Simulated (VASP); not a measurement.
Runs of VASP 6.6.1 on SiC (zincblende type). The structure is that of space group F-43m (No. 216), or close to it. The cells are those of the table. 

```csv
task,cell,cutoff (eV),gap on the mesh (eV),pressure (GPa)
single point,"a = 2.669 Å, angles 60.0°, 2 atoms",520,0.90,219.0
single point,"a = 2.776 Å, angles 60.0°, 2 atoms",520,(b),130.0
relaxation of cell and atoms,"relaxed from a = 3.057 Å, angles 60.0°, 2 atoms",600,1.42,0.0
single point,"a = 2.537 Å, angles 60.0°, 2 atoms",520,0.67,384.5
single point,"a = 3.034 Å, angles 60.0°, 2 atoms",520,1.37,(a)
```

Alike in all rows: level PBE; potentials or basis VASP PAW PBE potentials, release 64 (Si, C); no spin polarisation; k mesh 15 × 15 × 15; smearing fermi-dirac 0.05 eV.

Problem. Estimate the missing entries.

Solution. (a) 14.8; (b) 1.07.

A k mesh can miss the band edges.
